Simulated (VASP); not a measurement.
# Sc2GaN3 (R-3m) in VASP: a series of runs

Runs on Sc2GaN3. Level: PBE. Tasks: single point, relaxation of cell and atoms.

Program: VASP 6.6.1. These are calculated values, not measurements. Logs are shortened: lines on timing, memory, paths and dates and some standing lists are left out, and cuts for length are marked.

## (1) The cell of the first run

It takes space group R-3m (No. 166, trigonal). The conventional cell has a = 5.662 Å, b = 5.662 Å, c = 8.457 Å, α = 90.00°, β = 90.00°, γ = 120.00°. Within 2.7 Å of Sc (site symmetry 3m) lie 3 N at 2.03 Å and 1 Ga at 2.62 Å. Ga (site symmetry -3m) has 6 N at 2.16 Å and 2 Sc at 2.62 Å within 2.9 Å. N (site symmetry 2/m) has 2 Sc at 2.03 Å and 2 Ga at 2.16 Å within 2.7 Å.

The cell was generated, and may not be a known phase.

## (2) Single point, PBE

INCAR

```
SYSTEM = Sc2GaN3
  PREC = Accurate
  ENCUT = 520
  EDIFF = 1E-7
  ISMEAR = 0
  SIGMA = 0.1
  LREAL = .False.
  LASPH = .True.
  NELM = 100
  ALGO = Normal
  ISIF = 2
  LWAVE = .False.
  LCHARG = .False.
  GGA = PE
  NBANDS = 34
```

KPOINTS

```
Automatic mesh
0
Gamma
  6 6 6
  0 0 0
```

POSCAR

```
Sc2GaN3
1.0
    2.8310142184      1.6344868211      2.8190634780
   -2.8310142184      1.6344868211      2.8190634780
    0.0000000000     -3.2689736422      2.8190634780
Sc Ga N
2 1 3
Direct
    0.1903080323      0.1903080323      0.1903080323
    0.8096919677      0.8096919677      0.8096919677
    0.5000000000      0.5000000000      0.5000000000
    0.0000000000      0.5000000000      0.5000000000
    0.5000000000      0.5000000000      0.0000000000
    0.5000000000      0.0000000000      0.5000000000
```

Potentials or basis: VASP PAW PBE potentials, release 64 (Sc_sv, Ga_d, N).

Started as:

```
$ cat potpaw_PBE.64/Sc_sv/POTCAR potpaw_PBE.64/Ga_d/POTCAR potpaw_PBE.64/N/POTCAR > POTCAR
$ mpirun -np 1 vasp_std > vasp.out
```

OUTCAR:

```text
SYSTEM = Sc2GaN3
   PREC = Accurate
   ENCUT = 520
   EDIFF = 1E-7
   ISMEAR = 0
   LREAL = .False.
   LASPH = .True.
   NELM = 100
   ISIF = 2
   GGA = PE

 ion  position               nearest neighbor table
   1  0.190  0.190  0.190-   4 2.03   6 2.03   5 2.03   3 2.62   2 3.22   2 3.29   2 3.29   2 3.29

   2  0.810  0.810  0.810-   4 2.03   6 2.03   5 2.03   3 2.62   1 3.22   1 3.29   1 3.29   1 3.29

   3  0.500  0.500  0.500-   4 2.16   6 2.16   6 2.16   4 2.16   5 2.16   5 2.16   1 2.62   2 2.62

   4  0.000  0.500  0.500-   1 2.03   2 2.03   3 2.16   3 2.16
   5  0.500  0.500  0.000-   1 2.03   2 2.03   3 2.16   3 2.16
   6  0.500  0.000  0.500-   1 2.03   2 2.03   3 2.16   3 2.16

  LATTYP: Found a trigonal (rhomboedric) cell.
 ALAT       =     4.3166315069
 COS(alpha) =     0.1397510639

  Lattice vectors:

 A1 = (   2.8310142184,   1.6344868211,   2.8190634780)
 A2 = (  -2.8310142184,   1.6344868211,   2.8190634780)
 A3 = (   0.0000000000,  -3.2689736422,   2.8190634780)

Analysis of symmetry for initial positions (statically):
=====================================================================
 Subroutine PRICEL returns:
 Original cell was already a primitive cell.

 Routine SETGRP: Setting up the symmetry group for a
 trigonal (rhombohedral) supercell.

 Subroutine GETGRP returns: Found 12 space group operations
 (whereof 12 operations were pure point group operations)
 out of a pool of 12 trial point group operations.

The static configuration has the point symmetry D_3d.

Analysis of symmetry for dynamics (positions and initial velocities):
=====================================================================
 Subroutine PRICEL returns:
 Original cell was already a primitive cell.

 Routine SETGRP: Setting up the symmetry group for a
 trigonal (rhombohedral) supercell.

 Subroutine GETGRP returns: Found 12 space group operations
 (whereof 12 operations were pure point group operations)
 out of a pool of 12 trial point group operations.

The dynamic configuration has the point symmetry D_3d.

 Subroutine INISYM returns: Found 12 space group operations
 (whereof 12 operations are pure point group operations),
 and found     1 'primitive' translations

----------------------------------------------------------------------------------------

                                     Primitive cell

  volume of cell :      78.2672

  direct lattice vectors                    reciprocal lattice vectors
     2.831014218  1.634486821  2.819063478     0.176615150  0.101968804  0.118242578
    -2.831014218  1.634486821  2.819063478    -0.176615150  0.101968804  0.118242578
     0.000000000 -3.268973642  2.819063478     0.000000000 -0.203937608  0.118242578

  length of vectors
     4.316631507  4.316631507  4.316631507     0.235736835  0.235736835  0.235736835

  position of ions in fractional coordinates (direct lattice)
     0.190308032  0.190308032  0.190308032
     0.809691968  0.809691968  0.809691968
     0.500000000  0.500000000  0.500000000
     1.000000000  0.500000000  0.500000000
     0.500000000  0.500000000  1.000000000
     0.500000000  1.000000000  0.500000000

  ion indices of the primitive-cell ions
   primitive index   ion index
                 1           1
                 2           2
                 3           3
                 4           4
                 5           5
                 6           6

----------------------------------------------------------------------------------------

 KPOINTS: Automatic mesh

Automatic generation of k-mesh.
 Grid dimensions read from file:
 generate k-points for:    6    6    6

 Generating k-lattice:

  Cartesian coordinates                     Fractional coordinates (reciprocal lattice)
     0.029435858  0.016994801  0.019707096     0.166666667 -0.000000000 -0.000000000
    -0.029435858  0.016994801  0.019707096    -0.000000000  0.166666667 -0.000000000
     0.000000000 -0.033989601  0.019707096    -0.000000000 -0.000000000  0.166666667

  Length of vectors
     0.039289473  0.039289473  0.039289473

  Shift w.r.t. Gamma in fractional coordinates (k-lattice)
     0.000000000  0.000000000  0.000000000

 Subroutine IBZKPT returns following result:
 ===========================================

 Found     32 irreducible k-points:

 Following reciprocal coordinates:
            Coordinates               Weight
  0.000000  0.000000  0.000000      1.000000
  0.166667  0.000000  0.000000      6.000000
  0.333333 -0.000000  0.000000      6.000000
  0.500000  0.000000  0.000000      3.000000
  0.166667  0.166667  0.000000      6.000000
  0.333333  0.166667  0.000000     12.000000
[... 16 lines left out ...]
  0.500000  0.500000  0.166667      6.000000
 -0.333333  0.500000  0.166667     12.000000
 [... further k-points ...]
   k-points           NKPTS =     32   k-points in BZ     NKDIM =     32   number of bands    NBANDS=     34
   number of dos      NEDOS =    301   number of ions     NIONS =      6
   total plane-waves  NPLWV =  32768
   dimension x,y,z NGX =    32 NGY =   32 NGZ =   32
   dimension x,y,z NGXF=    64 NGYF=   64 NGZF=   64
   ions per type =               2   1   3
   NGX,Y,Z   is equivalent  to a cutoff of  12.32, 12.32, 12.32 a.u.
   NGXF,Y,Z  is equivalent  to a cutoff of  24.65, 24.65, 24.65 a.u.
 SYSTEM =  Sc2GaN3
   PREC   = accura    normal or accurate (medium, high low for compatibility)
   ISTART =      0    job   : 0-new  1-cont  2-samecut
   ICHARG =      2    charge: 1-file 2-atom 10-const
   ISPIN  =      1    spin polarized calculation?
   LNONCOLLINEAR =      F non collinear calculations
   LSORBIT =      F    spin-orbit coupling
   LASPH  =      T    aspherical Exc in radial PAW
   ENCUT  =  520.0 eV  38.22 Ry    6.18 a.u.   8.03  8.03  8.03*2*pi/ulx,y,z
   NELM   =    100;   NELMIN=  2; NELMDL= -5     # of ELM steps
   EDIFF  = 0.1E-06   stopping-criterion for ELM
   LREAL  =      F    real-space projection
   EDIFFG = 0.1E-05   stopping-criterion for IOM
   NSW    =      0    number of steps for IOM
   IBRION =     -1    ionic relax: 0-MD 1-quasi-New 2-CG
   NFREE  =      0    steps in history (QN), initial steepest desc. (CG)
   ISIF   =      2    stress and relaxation
   ISYM   =      2    0-nonsym 1-usesym 2-fastsym
   POTIM  = 0.5000    time-step for ionic-motion
   TEBEG  =    0.0;   TEEND  =   0.0 temperature during run
   PSTRESS=    0.0 pullay stress
   NELECT =      50.0000    total number of electrons
   NUPDOWN=      -1.0000    fix difference up-down
   EMIN   =  10.00;   EMAX   =-10.00  energy-range for DOS
   EFERMI =   0.00;   METHOD = LEGACY
   ISMEAR =     0;   SIGMA  =   0.10  broadening in eV -4-tet -1-fermi 0-gaus
   EFERMI_NEDOS =   21; number of points for ismear=-14 and -15
   IALGO  =     38    algorithm
   IMIX   =      4    mixing-type and parameters
     AMIX     =   0.40;   BMIX     =  1.00
     AMIX_MAG =   1.60;   BMIX_MAG =  1.00
  volume/ion in A,a.u.               =      13.04        88.03
  Fermi-wavevector in a.u.,A,eV,Ry     =   1.409954  2.664427 27.047981  1.987971
  Thomas-Fermi vector in A             =   2.531957
   LORBIT       =      0    0 simple, 1 ext, 2 COOP (PROOUT), +10 PAW based schemes
   GGA     = PE    functional components
   LHFCALC =     F    Hartree Fock is set to
   AEXX    =    0.0000 exact exchange contribution
   IVDW    =     0    specifies the selected vdW correction
   LEPSILON=     F    determine dielectric tensor
   LRPA    =     F    only Hartree local field effects (RPA)
 non-spin polarized calculation
 Gauss-broadening in eV      SIGMA  =   0.10
  energy-cutoff  :      520.00
  volume of cell :       78.27
 maximum number of plane-waves:      2140
   NGX = 17   NGY = 17   NGZ = 17

 number of electron      49.9999994 magnetization

 Free energy of the ion-electron system (eV)
  ---------------------------------------------------
  ext. energy  EPLUGINS =         0.00000000
  ---------------------------------------------------
  free energy    TOTEN  =       -43.29877280 eV

  energy without entropy =      -43.29767849  energy(sigma->0) =      -43.29822565

 E-fermi :   5.5751     XC(G=0): -11.0293

 val. band max:        5.5353941509   @ k =   0.3333   0.3333   0.3333
 cond. band min:       5.7153596999   @ k =   0.5000   0.5000   0.5000
 fundamental gap:      0.1799655491
 Fermi energy:         5.5750629823

 k-point     1 :       0.0000    0.0000    0.0000
  band No.  band energies     occupation
      1     -43.7584      2.00000
      2     -43.7152      2.00000
      3     -22.7171      2.00000
      4     -22.5785      2.00000
      5     -22.4923      2.00000
      6     -22.4923      2.00000
[... 26 lines left out ...]
     33       9.8470      0.00000
     34       9.8566      0.00000

 k-point     2 :       0.1667    0.0000    0.0000
  band No.  band energies     occupation
      1     -43.7561      2.00000
      2     -43.7172      2.00000
      3     -22.7138      2.00000
      4     -22.5863      2.00000
      5     -22.4865      2.00000
      6     -22.4859      2.00000
[... 26 lines left out ...]
     33       9.6574      0.00000
     34       9.8974      0.00000

 k-point     3 :       0.3333   -0.0000    0.0000
  band No.  band energies     occupation
      1     -43.7505      2.00000
      2     -43.7223      2.00000
      3     -22.7053      2.00000
      4     -22.6043      2.00000
      5     -22.4711      2.00000
      6     -22.4705      2.00000
[... 26 lines left out ...]
     33       9.4262      0.00000
     34       9.8611      0.00000
[... 704 lines left out ...]
 k-point    23 :       0.5000    0.5000    0.1667
  band No.  band energies     occupation
      1     -43.7387      2.00000
      2     -43.7325      2.00000
      3     -22.7422      2.00000
      4     -22.5931      2.00000
      5     -22.5245      2.00000
      6     -22.4570      2.00000
[... 26 lines left out ...]
     33       9.4440      0.00000
     34       9.7821      0.00000

 k-point    24 :      -0.3333    0.5000    0.1667
  band No.  band energies     occupation
      1     -43.7378      2.00000
      2     -43.7336      2.00000
      3     -22.7357      2.00000
      4     -22.6003      2.00000
      5     -22.5147      2.00000
      6     -22.4597      2.00000
[... 26 lines left out ...]
     33       9.4711      0.00000
     34      10.1711      0.00000

 [... further k-points ...]
[... 5 lines left out ...]
  --------------------------------------------------------------------------------------
  -------------------------------------------------------------------------------------
  Total        0.4410712      0.4410712      0.4698509      0.0000000      0.0000000     -0.0000000
  in kB        9.0290020      9.0290020      9.6181401      0.0000000      0.0000000     -0.0000000
  external PRESSURE =       9.2253814 kB  Pullay stress =       0.0000000 kB

 VOLUME and BASIS-vectors are now :
 -----------------------------------------------------------------------------
  energy-cutoff  :      520.00
  volume of cell :       78.27
      direct lattice vectors                 reciprocal lattice vectors
     2.831014218  1.634486821  2.819063478     0.176615150  0.101968804  0.118242578
    -2.831014218  1.634486821  2.819063478    -0.176615150  0.101968804  0.118242578
     0.000000000 -3.268973642  2.819063478     0.000000000 -0.203937608  0.118242578

 POSITION                                       TOTAL-FORCE (eV/Angst)
 -----------------------------------------------------------------------------------
      0.00000      0.00000      1.60947        -0.000000      0.000000     -0.131345
      0.00000      0.00000      6.84772        -0.000000     -0.000000      0.131345
      0.00000      0.00000      4.22860        -0.000000     -0.000000     -0.000000
     -1.41551     -0.81724      2.81906         0.000000     -0.000000     -0.000000
      0.00000      1.63449      2.81906         0.000000     -0.000000     -0.000000
      1.41551     -0.81724      2.81906         0.000000     -0.000000     -0.000000
 -----------------------------------------------------------------------------------
    total drift:                                0.000000      0.000000     -0.000000

  FREE ENERGIE OF THE ION-ELECTRON SYSTEM (eV)
  ---------------------------------------------------
  free  energy   TOTEN  =       -43.2987728023 eV

  energy  without entropy=      -43.2976784894  energy(sigma->0) =      -43.29822565
```

It took 33 s on 1 thread of Intel Xeon 6975P-C (Granite Rapids), shared host; peak memory 0.21 GiB.

Results:

```
Free energy            : -43.2988 eV
Pressure               : 0.9 GPa
Largest force          : 0.131 eV/Å
Band gap on the k mesh : zero (bands 25 and 26 overlap by 0.49 eV)
```

Forces in eV/Å, atoms in the order of the input:
```
Sc   0.000  0.000 -0.131
Sc   0.000  0.000  0.131
Ga   0.000  0.000  0.000
N    0.000  0.000  0.000
N    0.000  0.000  0.000
N    0.000  0.000  0.000
```

Caveat: semilocal functionals underestimate gaps, and a narrow one can read as zero.

## (3) Single point, PBE

This run uses another cell than the first one, of 14.74 Å³/atom.

INCAR

```
SYSTEM = Sc2GaN3
ALGO = Normal
EDIFF = 1E-7
ENCUT = 520
GGA = PE
ISIF = 2
ISMEAR = 0
LASPH = .TRUE.
LCHARG = .FALSE.
LREAL = .FALSE.
LWAVE = .FALSE.
NBANDS = 34
NELM = 60
PREC = Accurate
SIGMA = 0.1
```

KPOINTS

```
k-points
0
G
  6 6 6
  0 0 0
```

POSCAR

```
Sc2GaN3
1.0
    2.5126913600      1.4507030300      4.0443318100
   -2.5126913600      1.4507030300      4.0443318100
    0.0000000000     -2.9014060600      4.0443318100
Sc Ga N
2 1 3
Direct
    0.1235570000      0.1235570000      0.1235570000
    0.8764430000      0.8764430000      0.8764430000
    0.5000000000      0.5000000000      0.5000000000
    0.0000000000      0.5000000000      0.5000000000
    0.5000000000      0.5000000000      0.0000000000
    0.5000000000      0.0000000000      0.5000000000
```

Potentials or basis: VASP PAW PBE potentials, release 64 (Sc_sv, Ga_d, N).

Started as:

```
$ cat potpaw_PBE.64/Sc_sv/POTCAR potpaw_PBE.64/Ga_d/POTCAR potpaw_PBE.64/N/POTCAR > POTCAR
$ mpirun -np 1 vasp_std > vasp.out
```

Run time: 1.9 min. Hardware: 1 thread of Intel Xeon 6975P-C (Granite Rapids), shared host; peak memory 0.28 GiB.

It converged, with:

- Free energy: -34.2032 eV
- Pressure: -17.1 GPa
- Largest force: 0.088 eV/Å
- Band gap on the k mesh: zero (bands 25 and 26 overlap by 0.81 eV)

Forces on the atoms (eV/Å):
```
Sc   0.000  0.000 -0.088
Sc   0.000  0.000  0.088
Ga   0.000  0.000  0.000
N    0.000  0.000  0.000
N    0.000  0.000  0.000
N    0.000  0.000  0.000
```

Stress tensor (GPa, compression positive):
```
-11.75   0.00   0.00
  0.00 -11.75   0.00
  0.00   0.00 -27.68
```

Levels at points of the mesh, in eV from the Fermi level:
```
           k point  band 21  band 22  band 23  band 24  band 25  band 26  band 27  band 28  band 29  band 30
(0.00, 0.00, 0.00)    -4.06    -3.43    -3.43     0.45     0.45     0.45     0.68     1.43     1.43     1.86
(0.50, 0.00, 0.00)    -2.55    -2.28    -1.87    -1.51    -0.65    -0.37     0.07     1.05     1.45     1.47
(0.50, 0.50, 0.00)    -2.11    -1.94    -1.43    -1.41    -0.29    -0.01     0.27     0.30     0.59     1.27
(0.50, 0.50, 0.50)    -2.06    -2.06    -0.60    -0.60     0.04     0.73     0.97     1.00     1.00     1.50
```

Caveat: the stress differs along the axes, from -28 to -12 GPa.

## (4) Relaxation of cell and atoms, PBE

This run uses another cell than the first one, of 14.74 Å³/atom.

INCAR

```
SYSTEM = Sc2GaN3
PREC = Accurate
ENCUT = 600
EDIFF = 1E-6
ISMEAR = 0
SIGMA = 0.1
LREAL = .FALSE.
LASPH = .TRUE.
NELM = 80
ALGO = Normal
ISIF = 3
LWAVE = .FALSE.
LCHARG = .FALSE.
GGA = PE
IBRION = 2
NSW = 90
EDIFFG = -0.04
```

KPOINTS

```
Automatic mesh
0
G
  6 6 6
  0 0 0
```

POSCAR is that of step 3.

Started as:

```
$ cat potpaw_PBE.64/Sc_sv/POTCAR potpaw_PBE.64/Ga_d/POTCAR potpaw_PBE.64/N/POTCAR > POTCAR
$ mpirun -np 1 vasp_std > vasp.out
```

It took 24 min on 1 thread of Intel Xeon 6975P-C (Granite Rapids), shared host; peak memory 0.33 GiB.

Results (log left out):

* Free energy: -43.3076 eV
* Relaxed volume: 13.09 Å³/atom
* Relaxed cell: a = 4.322 Å, b = 4.322 Å, c = 4.322 Å, α = 81.99°, β = 81.99°, γ = 81.99°
* Space group after relaxing (to 0.1 Å): R-3m (No. 166)
* Pressure after relaxing: -0.1 GPa
* Largest force after relaxing: 0.035 eV/Å
* Band gap on the k mesh: zero (bands 25 and 26 overlap by 0.49 eV)

Forces in eV/Å, atoms in the order of the input:
```
Sc   0.000  0.000  0.035
Sc   0.000  0.000 -0.035
Ga   0.000  0.000  0.000
N    0.000  0.000  0.000
N    0.000  0.000  0.000
N    0.000  0.000  0.000
```

Stress tensor (GPa, compression positive):
```
-0.10  0.00  0.00
 0.00 -0.10  0.00
 0.00  0.00 -0.02
```

Final structure:
```cif
data_structure
_symmetry_space_group_name_H-M 'P 1'
_symmetry_Int_Tables_number 1
_cell_length_a 4.3217
_cell_length_b 4.3217
_cell_length_c 4.3217
_cell_angle_alpha 81.991
_cell_angle_beta 81.991
_cell_angle_gamma 81.991
_cell_volume 78.56
loop_
_atom_site_label
_atom_site_type_symbol
_atom_site_fract_x
_atom_site_fract_y
_atom_site_fract_z
_atom_site_occupancy
Sc1 Sc 0.18974 0.18974 0.18974 1
Sc2 Sc 0.81026 0.81026 0.81026 1
Ga1 Ga 0.50000 0.50000 0.50000 1
N1 N 0.00000 0.50000 0.50000 1
N2 N 0.50000 0.50000 0.00000 1
N3 N 0.50000 0.00000 0.50000 1
```

Levels at points of the mesh, in eV from the Fermi level:
```
           k point  band 21  band 22  band 23  band 24  band 25  band 26  band 27  band 28  band 29  band 30
(0.00, 0.00, 0.00)    -3.40    -1.74    -1.23    -1.23    -0.62    -0.52     0.60     1.05     1.39     1.39
(0.50, 0.00, 0.00)    -3.16    -2.91    -2.80    -2.43    -1.59     1.61     1.76     2.01     3.25     3.47
(0.50, 0.50, 0.00)    -3.09    -2.94    -2.60    -1.34    -0.62     0.95     1.78     1.80     2.36     2.82
(0.50, 0.50, 0.50)    -2.56    -2.56    -1.14    -1.14    -0.15     0.14     1.70     1.70     3.14     3.14
```

Caveat: semilocal functionals underestimate gaps, and a narrow one can read as zero.

(Continued in part 2 of 2.)

The gap in the log of VASP goes by the Fermi energy; the results here count the filled bands.